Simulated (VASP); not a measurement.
# Sr in VASP: notebook

Runs on Sr. Level: PBE. Tasks: single point.

Everything below comes from runs of VASP 6.6.1. Logs are shortened: lines on timing, memory, paths and dates and some standing lists are left out, and cuts for length are marked.

### 1 The cell of the first run

The cell holds a slab with vacuum, 4 atoms: a = 4.270 Å, b = 4.270 Å, c = 29.057 Å, α = 90.00°, β = 90.00°, γ = 90.00°.

### 2 Single point, PBE

The input, INCAR:

```
PREC = Accurate
ENCUT = 520
EDIFF = 1E-7
ISMEAR = -1
SIGMA = 0.05
LREAL = False
LASPH = True
NELM = 80
ALGO = Normal
ISIF = 2
LWAVE = False
LCHARG = False
LDIPOL = True
IDIPOL = 3
DIPOL = 0.5 0.5 0.500
GGA = PE
NBANDS = 28
```

The input, KPOINTS:

```
regular mesh
0
Gamma
  9 9 1
```

The input, POSCAR:

```
Sr
1.0
    4.2697043870      0.0000000000      0.0000000000
    0.0000000000      4.2697043870      0.0000000000
    0.0000000000      0.0000000000     29.0574000000
Sr
4
Direct
    0.2500000000      0.2500000000      0.3463166063
    0.7500000000      0.7500000000      0.4480860957
    0.2500000000      0.2500000000      0.5519139819
    0.7500000000      0.7500000000      0.6536833155
```

Potentials or basis: VASP PAW PBE potentials, release 64 (Sr_sv).

Command:

```sh
cat potpaw_PBE.64/Sr_sv/POTCAR > POTCAR
mpirun -np 1 vasp_std > vasp.out
```

OUTCAR:

```text
PREC = Accurate
   ENCUT = 520
   EDIFF = 1E-7
   ISMEAR = -1
   LREAL = False
   LASPH = True
   NELM = 80
   ISIF = 2
   GGA = PE

 ion  position               nearest neighbor table
   1  0.250  0.250  0.346-   2 4.23   2 4.23   2 4.23   2 4.23
   2  0.750  0.750  0.448-   1 4.23   1 4.23   1 4.23   1 4.23   3 4.27   3 4.27   3 4.27   3 4.27

   3  0.250  0.250  0.552-   4 4.23   4 4.23   4 4.23   4 4.23   2 4.27   2 4.27   2 4.27   2 4.27

   4  0.750  0.750  0.654-   3 4.23   3 4.23   3 4.23   3 4.23

  LATTYP: Found a simple tetragonal cell.
 ALAT       =     4.2697043870
 C/A-ratio  =     6.8054828546

  Lattice vectors:

 A1 = (   4.2697043870,   0.0000000000,   0.0000000000)
 A2 = (   0.0000000000,   4.2697043870,   0.0000000000)
 A3 = (   0.0000000000,   0.0000000000,  29.0574000000)

Analysis of symmetry for initial positions (statically):
=====================================================================
 Subroutine PRICEL returns:
 Original cell was already a primitive cell.

 Routine SETGRP: Setting up the symmetry group for a
 simple tetragonal supercell.

 Subroutine GETGRP returns: Found 16 space group operations
 (whereof  4 operations were pure point group operations)
 out of a pool of 16 trial point group operations.

The static configuration has the point symmetry C_2h.
 The point group associated with its full space group is D_4h.

Analysis of symmetry for dynamics (positions and initial velocities):
=====================================================================
 Subroutine PRICEL returns:
 Original cell was already a primitive cell.

 Routine SETGRP: Setting up the symmetry group for a
 simple tetragonal supercell.

 Subroutine GETGRP returns: Found 16 space group operations
 (whereof  4 operations were pure point group operations)
 out of a pool of 16 trial point group operations.

The dynamic configuration has the point symmetry C_2h.
 The point group associated with its full space group is D_4h.

 Subroutine INISYM returns: Found 16 space group operations
 (whereof  4 operations are pure point group operations),
 and found     1 'primitive' translations

----------------------------------------------------------------------------------------

                                     Primitive cell

  volume of cell :     529.7273

  direct lattice vectors                    reciprocal lattice vectors
     4.269704387  0.000000000  0.000000000     0.234208252  0.000000000  0.000000000
     0.000000000  4.269704387  0.000000000     0.000000000  0.234208252  0.000000000
     0.000000000  0.000000000 29.057400000     0.000000000  0.000000000  0.034414641

  length of vectors
     4.269704387  4.269704387 29.057400000     0.234208252  0.234208252  0.034414641

  position of ions in fractional coordinates (direct lattice)
     0.250000000  0.250000000  0.346316606
     0.750000000  0.750000000  0.448086096
     0.250000000  0.250000000  0.551913982
     0.750000000  0.750000000  0.653683315

  ion indices of the primitive-cell ions
   primitive index   ion index
                 1           1
                 2           2
                 3           3
                 4           4

----------------------------------------------------------------------------------------

 KPOINTS: regular mesh

Automatic generation of k-mesh.
 Grid dimensions read from file:
 generate k-points for:    9    9    1

 Generating k-lattice:

  Cartesian coordinates                     Fractional coordinates (reciprocal lattice)
     0.026023139  0.000000000  0.000000000     0.111111111  0.000000000  0.000000000
     0.000000000  0.026023139  0.000000000     0.000000000  0.111111111  0.000000000
     0.000000000  0.000000000  0.034414641     0.000000000  0.000000000  1.000000000

  Length of vectors
     0.026023139  0.026023139  0.034414641

  Shift w.r.t. Gamma in fractional coordinates (k-lattice)
     0.000000000  0.000000000  0.000000000

 Subroutine IBZKPT returns following result:
 ===========================================

 Found     15 irreducible k-points:

 Following reciprocal coordinates:
            Coordinates               Weight
  0.000000  0.000000  0.000000      1.000000
  0.111111  0.000000  0.000000      4.000000
  0.222222  0.000000  0.000000      4.000000
  0.333333  0.000000  0.000000      4.000000
  0.444444  0.000000  0.000000      4.000000
  0.111111  0.111111  0.000000      4.000000
  0.222222  0.111111  0.000000      8.000000
  0.333333  0.111111  0.000000      8.000000
  0.444444  0.111111  0.000000      8.000000
  0.222222  0.222222  0.000000      4.000000
  0.333333  0.222222  0.000000      8.000000
  0.444444  0.222222  0.000000      8.000000
  0.333333  0.333333  0.000000      4.000000
  0.444444  0.333333  0.000000      8.000000
  0.444444  0.444444  0.000000      4.000000
   k-points           NKPTS =     15   k-points in BZ     NKDIM =     15   number of bands    NBANDS=     28
   number of dos      NEDOS =    301   number of ions     NIONS =      4
   total plane-waves  NPLWV = 221184
   dimension x,y,z NGX =    32 NGY =   32 NGZ =  216
   dimension x,y,z NGXF=    64 NGYF=   64 NGZF=  432
   ions per type =               4
   NGX,Y,Z   is equivalent  to a cutoff of  12.46, 12.46, 12.36 a.u.
   NGXF,Y,Z  is equivalent  to a cutoff of  24.92, 24.92, 24.72 a.u.
 SYSTEM =  unknown system
   PREC   = accura    normal or accurate (medium, high low for compatibility)
   ISTART =      0    job   : 0-new  1-cont  2-samecut
   ICHARG =      2    charge: 1-file 2-atom 10-const
   ISPIN  =      1    spin polarized calculation?
   LNONCOLLINEAR =      F non collinear calculations
   LSORBIT =      F    spin-orbit coupling
   LASPH  =      T    aspherical Exc in radial PAW
   ENCUT  =  520.0 eV  38.22 Ry    6.18 a.u.   7.94  7.94 54.03*2*pi/ulx,y,z
   NELM   =     80;   NELMIN=  2; NELMDL= -5     # of ELM steps
   EDIFF  = 0.1E-06   stopping-criterion for ELM
   LREAL  =      F    real-space projection
   EDIFFG = 0.1E-05   stopping-criterion for IOM
   NSW    =      0    number of steps for IOM
   IBRION =     -1    ionic relax: 0-MD 1-quasi-New 2-CG
   NFREE  =      0    steps in history (QN), initial steepest desc. (CG)
   ISIF   =      2    stress and relaxation
   ISYM   =      2    0-nonsym 1-usesym 2-fastsym
   POTIM  = 0.5000    time-step for ionic-motion
   TEBEG  =    0.0;   TEEND  =   0.0 temperature during run
   PSTRESS=    0.0 pullay stress
   NELECT =      40.0000    total number of electrons
   NUPDOWN=      -1.0000    fix difference up-down
   EMIN   =  10.00;   EMAX   =-10.00  energy-range for DOS
   EFERMI =   0.00;   METHOD = LEGACY
   ISMEAR =    -1;   SIGMA  =   0.05  broadening in eV -4-tet -1-fermi 0-gaus
   EFERMI_NEDOS =   21; number of points for ismear=-14 and -15
   IALGO  =     38    algorithm
   IMIX   =      4    mixing-type and parameters
     AMIX     =   0.40;   BMIX     =  1.00
     AMIX_MAG =   1.60;   BMIX_MAG =  1.00
  volume/ion in A,a.u.               =     132.43       893.69
  Fermi-wavevector in a.u.,A,eV,Ry     =   0.691954  1.307604  6.514479  0.478801
  Thomas-Fermi vector in A             =   1.773751
   LORBIT       =      0    0 simple, 1 ext, 2 COOP (PROOUT), +10 PAW based schemes
   GGA     = PE    functional components
   LHFCALC =     F    Hartree Fock is set to
   AEXX    =    0.0000 exact exchange contribution
   IVDW    =     0    specifies the selected vdW correction
   LEPSILON=     F    determine dielectric tensor
   LRPA    =     F    only Hartree local field effects (RPA)
 non-spin polarized calculation
  energy-cutoff  :      520.00
  volume of cell :      529.73
 maximum number of plane-waves:     14326
 NGX is ok and might be reduce to    32
   NGX = 15   NGY = 15   NGZ =109

 dipolmoment           0.000000      0.000000     -0.000000 electrons x Angstroem

 number of electron      40.0000000 magnetization

 dipolmoment           0.000000      0.000000      0.000000 electrons x Angstroem

 Free energy of the ion-electron system (eV)
  ---------------------------------------------------
  ext. energy  EPLUGINS =         0.00000000
  ---------------------------------------------------
  free energy    TOTEN  =        -5.78305860 eV

  energy without entropy =       -5.73149590  energy(sigma->0) =       -5.75727725

 E-fermi :  -0.7221     XC(G=0):  -3.6284

 val. band max:       -0.7279343743   @ k =   0.4444   0.3333   0.0000
 cond. band min:      -0.7177581863   @ k =   0.3333   0.0000   0.0000
 fundamental gap:      0.0101761880
 Fermi energy:        -0.7221153070

 k-point     1 :       0.0000    0.0000    0.0000
  band No.  band energies     occupation
      1     -37.8331      2.00000
      2     -37.8330      2.00000
      3     -37.2705      2.00000
      4     -37.2612      2.00000
      5     -19.8559      2.00000
      6     -19.8555      2.00000
[... 20 lines left out ...]
     27       1.3387      0.00000
     28       1.5784      0.00000

 k-point     2 :       0.1111    0.0000    0.0000
  band No.  band energies     occupation
      1     -37.8326      2.00000
      2     -37.8325      2.00000
      3     -37.2697      2.00000
      4     -37.2610      2.00000
      5     -19.8545      2.00000
      6     -19.8543      2.00000
[... 20 lines left out ...]
     27       1.2811      0.00000
     28       1.4817      0.00000

 k-point     3 :       0.2222    0.0000    0.0000
  band No.  band energies     occupation
      1     -37.8313      2.00000
      2     -37.8312      2.00000
      3     -37.2675      2.00000
      4     -37.2604      2.00000
      5     -19.8513      2.00000
      6     -19.8511      2.00000
[... 337 lines left out ...]
      3     -37.2584      2.00000
      4     -37.2576      2.00000
      5     -19.8359      2.00000
      6     -19.8358      2.00000
[... 20 lines left out ...]
     27       0.5870      0.00000
     28       0.6123      0.00000

 k-point    15 :       0.4444    0.4444    0.0000
  band No.  band energies     occupation
      1     -37.8244      2.00000
      2     -37.8243      2.00000
      3     -37.2571      2.00000
      4     -37.2568      2.00000
      5     -19.8331      2.00000
      6     -19.8330      2.00000
[... 20 lines left out ...]
     27       0.8805      0.00000
     28       0.8951      0.00000

------------------------ aborting loop because EDIFF is reached ----------------------------------------

 vacuum level on the upper side and lower side of the slab       (xc-potential included)        -0.061        -0.061

  FORCE on cell =-STRESS in cart. coord.  units (eV):
  Direction    XX          YY          ZZ          XY          YZ          ZX
  --------------------------------------------------------------------------------------
  -------------------------------------------------------------------------------------
  Total       -0.5150895     -0.5150895      0.0078546      0.0000000     -0.0000000      0.0000000
  in kB       -1.5579049     -1.5579049      0.0237565      0.0000000     -0.0000000      0.0000000
  external PRESSURE =      -1.0306844 kB  Pullay stress =       0.0000000 kB

 VOLUME and BASIS-vectors are now :
 -----------------------------------------------------------------------------
  energy-cutoff  :      520.00
  volume of cell :      529.73
      direct lattice vectors                 reciprocal lattice vectors
     4.269704387  0.000000000  0.000000000     0.234208252  0.000000000  0.000000000
     0.000000000  4.269704387  0.000000000     0.000000000  0.234208252  0.000000000
     0.000000000  0.000000000 29.057400000     0.000000000  0.000000000  0.034414641

 POSITION                                       TOTAL-FORCE (eV/Angst)
 -----------------------------------------------------------------------------------
      1.06743      1.06743     10.06306        -0.000000      0.000000     -0.002909
      3.20228      3.20228     13.02022        -0.000000      0.000000      0.002258
      1.06743      1.06743     16.03719        -0.000000     -0.000000     -0.002258
      3.20228      3.20228     18.99434         0.000000     -0.000000      0.002909
 -----------------------------------------------------------------------------------
    total drift:                               -0.000000     -0.000000     -0.000018

  FREE ENERGIE OF THE ION-ELECTRON SYSTEM (eV)
  ---------------------------------------------------
  free  energy   TOTEN  =        -5.7830586027 eV

  energy  without entropy=       -5.7314959012  energy(sigma->0) =       -5.75727725

 vacuum level on the upper side and lower side of the slab         1.736         1.736
```

It took 6.2 min on 1 thread of Intel Xeon Platinum 8375C at 2.90GHz (Ice Lake), shared host; peak memory 0.58 GiB.

What came out:

* Free energy: -5.7831 eV
* Band gap on the k mesh: zero (band 20 reaches -0.69 eV, above the bottom of band 21 at -0.72 eV)

Forces in eV/Å, atoms in the order of the input:
```
Sr   0.000  0.000 -0.003
Sr   0.000  0.000  0.002
Sr   0.000  0.000 -0.002
Sr   0.000  0.000  0.003
```

### 3 Single point, PBE

The input, INCAR:

```
  ALGO = Normal
  EDIFF = 1E-6
  ENCUT = 520
  GGA = PE
  ISIF = 2
  ISMEAR = -1
  LASPH = True
  LCHARG = False
  LREAL = False
  LWAVE = False
  NBANDS = 28
  NELM = 80
  PREC = Accurate
  SIGMA = 0.05
```

The input, KPOINTS:

```
k-points
0
Gamma
  9 9 1
```

POSCAR is that of step 2.

Potentials or basis: VASP PAW PBE potentials, release 64 (Sr_sv).

Command:

```sh
cat potpaw_PBE.64/Sr_sv/POTCAR > POTCAR
mpirun -np 1 vasp_std > vasp.out
```

OUTCAR:

```text
EDIFF = 1E-6
   ENCUT = 520
   GGA = PE
   ISIF = 2
   ISMEAR = -1
   LASPH = True
   LREAL = False
   NELM = 80
   PREC = Accurate

 ion  position               nearest neighbor table
   1  0.250  0.250  0.346-   2 4.23   2 4.23   2 4.23   2 4.23
   2  0.750  0.750  0.448-   1 4.23   1 4.23   1 4.23   1 4.23   3 4.27   3 4.27   3 4.27   3 4.27

   3  0.250  0.250  0.552-   4 4.23   4 4.23   4 4.23   4 4.23   2 4.27   2 4.27   2 4.27   2 4.27

   4  0.750  0.750  0.654-   3 4.23   3 4.23   3 4.23   3 4.23

  LATTYP: Found a simple tetragonal cell.
 ALAT       =     4.2697043870
 C/A-ratio  =     6.8054828546

  Lattice vectors:

 A1 = (   4.2697043870,   0.0000000000,   0.0000000000)
 A2 = (   0.0000000000,   4.2697043870,   0.0000000000)
 A3 = (   0.0000000000,   0.0000000000,  29.0574000000)

Analysis of symmetry for initial positions (statically):
=====================================================================
 Subroutine PRICEL returns:
 Original cell was already a primitive cell.

 Routine SETGRP: Setting up the symmetry group for a
 simple tetragonal supercell.

 Subroutine GETGRP returns: Found 16 space group operations
 (whereof  4 operations were pure point group operations)
 out of a pool of 16 trial point group operations.

The static configuration has the point symmetry C_2h.
 The point group associated with its full space group is D_4h.

Analysis of symmetry for dynamics (positions and initial velocities):
=====================================================================
 Subroutine PRICEL returns:
 Original cell was already a primitive cell.

 Routine SETGRP: Setting up the symmetry group for a
 simple tetragonal supercell.

[... 112 lines left out ...]
   EMIN   =  10.00;   EMAX   =-10.00  energy-range for DOS
   EFERMI =   0.00;   METHOD = LEGACY
   ISMEAR =    -1;   SIGMA  =   0.05  broadening in eV -4-tet -1-fermi 0-gaus
   EFERMI_NEDOS =   21; number of points for ismear=-14 and -15
   IALGO  =     38    algorithm
   IMIX   =      4    mixing-type and parameters
     AMIX     =   0.40;   BMIX     =  1.00
     AMIX_MAG =   1.60;   BMIX_MAG =  1.00
  volume/ion in A,a.u.               =     132.43       893.69
  Fermi-wavevector in a.u.,A,eV,Ry     =   0.691954  1.307604  6.514479  0.478801
  Thomas-Fermi vector in A             =   1.773751
   LORBIT       =      0    0 simple, 1 ext, 2 COOP (PROOUT), +10 PAW based schemes
   GGA     = PE    functional components
   LHFCALC =     F    Hartree Fock is set to
   AEXX    =    0.0000 exact exchange contribution
   IVDW    =     0    specifies the selected vdW correction
   LEPSILON=     F    determine dielectric tensor
   LRPA    =     F    only Hartree local field effects (RPA)
 non-spin polarized calculation
  energy-cutoff  :      520.00
  volume of cell :      529.73
 maximum number of plane-waves:     14326
 NGX is ok and might be reduce to    32
   NGX = 15   NGY = 15   NGZ =109

 number of electron      40.0000000 magnetization

 Free energy of the ion-electron system (eV)
  ---------------------------------------------------
  ext. energy  EPLUGINS =         0.00000000
  ---------------------------------------------------
  free energy    TOTEN  =        -5.78305610 eV

  energy without entropy =       -5.73149350  energy(sigma->0) =       -5.75727480

 E-fermi :  -0.7224     XC(G=0):  -3.6459

 val. band max:       -0.7281737529   @ k =   0.4444   0.3333   0.0000
 cond. band min:      -0.7179889714   @ k =   0.3333   0.0000   0.0000
 fundamental gap:      0.0101847814
 Fermi energy:        -0.7223508751

 k-point     1 :       0.0000    0.0000    0.0000
  band No.  band energies     occupation
      1     -37.8334      2.00000
      2     -37.8333      2.00000
      3     -37.2707      2.00000
      4     -37.2615      2.00000
      5     -19.8561      2.00000
      6     -19.8557      2.00000
[... 454 lines left out ...]
     27       0.8802      0.00000
     28       0.8949      0.00000

------------------------ aborting loop because EDIFF is reached ----------------------------------------

  FORCE on cell =-STRESS in cart. coord.  units (eV):
  Direction    XX          YY          ZZ          XY          YZ          ZX
  --------------------------------------------------------------------------------------
  -------------------------------------------------------------------------------------
  Total       -0.5150992     -0.5150992      0.0079613      0.0000000     -0.0000000      0.0000000
  in kB       -1.5579340     -1.5579340      0.0240792      0.0000000     -0.0000000      0.0000000
  external PRESSURE =      -1.0305963 kB  Pullay stress =       0.0000000 kB

 VOLUME and BASIS-vectors are now :
 -----------------------------------------------------------------------------
  energy-cutoff  :      520.00
  volume of cell :      529.73
      direct lattice vectors                 reciprocal lattice vectors
     4.269704387  0.000000000  0.000000000     0.234208252  0.000000000  0.000000000
     0.000000000  4.269704387  0.000000000     0.000000000  0.234208252  0.000000000
     0.000000000  0.000000000 29.057400000     0.000000000  0.000000000  0.034414641

 POSITION                                       TOTAL-FORCE (eV/Angst)
 -----------------------------------------------------------------------------------
      1.06743      1.06743     10.06306         0.000000      0.000000     -0.002961
      3.20228      3.20228     13.02022         0.000000      0.000000      0.002221
      1.06743      1.06743     16.03719        -0.000000      0.000000     -0.002221
      3.20228      3.20228     18.99434         0.000000     -0.000000      0.002961
 -----------------------------------------------------------------------------------
    total drift:                               -0.000000     -0.000000     -0.000018

  FREE ENERGIE OF THE ION-ELECTRON SYSTEM (eV)
  ---------------------------------------------------
  free  energy   TOTEN  =        -5.7830560981 eV

  energy  without entropy=       -5.7314935034  energy(sigma->0) =       -5.75727480
```

Wall time 4.8 min (1 thread of Intel Xeon Platinum 8375C at 2.90GHz (Ice Lake), shared host); peak memory 0.57 GiB.

Results:

- Free energy: -5.7831 eV
- Band gap on the k mesh: zero (band 20 reaches -0.69 eV, above the bottom of band 21 at -0.72 eV)

Forces on the atoms (eV/Å):
```
Sr   0.000  0.000 -0.003
Sr   0.000  0.000  0.002
Sr   0.000  0.000 -0.002
Sr   0.000  0.000  0.003
```

Levels at points of the mesh, in eV from the Fermi level:
```
           k point  band 16  band 17  band 18  band 19  band 20  band 21  band 22  band 23  band 24  band 25
(0.00, 0.00, 0.00)   -18.46    -3.45    -2.88    -1.95    -1.04     0.40     0.44     0.46     0.67     1.32
```
